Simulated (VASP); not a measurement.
Input of a VASP 6.6.1 run:

Contents of INCAR:

```
PREC = Accurate
ENCUT = 600
EDIFF = 1E-6
ISMEAR = -1
SIGMA = 0.05
LREAL = False
LASPH = True
NELM = 60
ALGO = Normal
ISIF = 3
LWAVE = False
LCHARG = False
IBRION = 2
NSW = 60
EDIFFG = -0.01
```

KPOINTS

```
regular mesh
0
Gamma
  10 10 10
```

POSCAR

```
Hf
1.0
   -1.8050000000      1.8050000000      1.8050000000
    1.8050000000     -1.8050000000      1.8050000000
    1.8050000000      1.8050000000     -1.8050000000
Hf
1
Direct
    0.0000000000      0.0000000000      0.0000000000
```

Potentials or basis: VASP PAW LDA potentials, release 64 (Hf_pv).

Run with:

```console
$ cat potpaw_LDA.64/Hf_pv/POTCAR > POTCAR
$ mpirun -np 1 vasp_std > vasp.out
```

(1) What does it give for the relaxed volume?

(2) Predict the band gap on the k mesh.

(3) Predict the space group after relaxing (to 0.05 Å).

(4) Predict the relaxed cell.

Answers

(1) 20.43 Å³/atom.

(2) zero (band 5 reaches 6.60 eV, above the bottom of band 6 at 4.26 eV).

(3) Im-3m (No. 229).

(4) a = 2.983 Å, b = 2.983 Å, c = 2.983 Å, α = 109.47°, β = 109.47°, γ = 109.47°.

Caveat: spin-orbit coupling is left out, which moves the levels of the heavy elements; the volume moved by -13 % from the deposited cell, more than functionals usually miss.
